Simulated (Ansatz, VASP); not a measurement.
## Zn: VASP beside Ansatz

```xyz
2
Lattice="2.6700 0.0000 0.0000 -1.3350 2.3123 0.0000 0.0000 0.0000 4.9660" Properties=species:S:1:pos:R:3 pbc="T T T"
Zn    0.0000    1.5415    1.2415
Zn    1.3350    0.7708    3.7245
```

Alike in both runs: task relaxation of cell and atoms; functional LDA; k mesh 9 × 9 × 4; occupations gaussian, width 0.1 eV; no spin polarisation.

|  | VASP | Ansatz |
| --- | --- | --- |
| version | VASP 6.6.1 | Ansatz 0.2.0 |
| potentials or method | VASP PAW LDA potentials, release 64 (Zn), cutoff 600 eV | scalar-relativistic, plane waves, PAW |
| valence electrons in the cell | 24 | 24 |

VASP gave:

| Property | Result |
| --- | --- |
| gap on the k mesh at the Fermi level, each at its own relaxed structure (eV) | none |
| relaxed volume (Å³/atom) | 13.50 |
| relaxed cell length with the largest relative difference (Å) | 4.624 |

Q: Estimate Ansatz's values.

A: gap on the k mesh at the Fermi level, each at its own relaxed structure (eV): none; relaxed volume (Å³/atom): 13.49; relaxed cell length with the largest relative difference (Å): 4.617.

LDA's correlation is that of Perdew and Zunger in VASP and of Perdew and Wang (1992) in Ansatz. A gap of «none» marks a metal or a gap that the smearing closes.
